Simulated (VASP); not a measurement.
SiC (Moissanite 6H):

```
Si C
1.0
     3.07423    0.00000    0.00000
    -1.53711    2.66236    0.00000
     0.00000    0.00000   15.06818
Si C
6 6
Direct
  0.66667 0.33333 0.45830
  0.33333 0.66667 0.95830
  0.66667 0.33333 0.79170
  0.33333 0.66667 0.29170
  0.00000 0.00000 0.62500
  0.00000 0.00000 0.12500
  0.66667 0.33333 0.33330
  0.33333 0.66667 0.83330
  0.66667 0.33333 0.66670
  0.33333 0.66667 0.16670
  0.00000 0.00000 0.50000
  0.00000 0.00000 0.00000
```

Base run:

| Item | Value |
| --- | --- |
| Program | VASP 6.6.1 |
| Functional | PBE |
| Potentials or basis | VASP PAW PBE potentials, release 64 (Si, C) |
| Cutoff | 520 eV |
| k mesh | 10 × 10 × 2 |
| Occupations | fermi-dirac, width 0.05 eV |
| Spin | no spin polarisation |

Its results: band gap on the k mesh 2.02 eV, indirect (least direct gap 3.12 eV); pressure 4.7 GPa; largest force 0.145 eV/Å.

**Question.** After a change of settings the same cell gave: band gap on the k mesh 2.33 eV, indirect (least direct gap 3.42 eV); pressure 21.7 GPa; largest force 0.144 eV/Å. Which change was it?
A. functional from PBE to PBEsol; further incar settings from ALGO = Normal; EDIFF = 1e-06; NBANDS = 36 to ALGO = Normal; EDIFF = 1e-07; NBANDS = 36
B. functional from PBE to BLYP; further incar settings from ALGO = Normal; EDIFF = 1e-06; NBANDS = 36 to ALGO = Normal; EDIFF = 1e-07; NBANDS = 36
C. functional from PBE to PBE exchange alone

**Answer.** C.
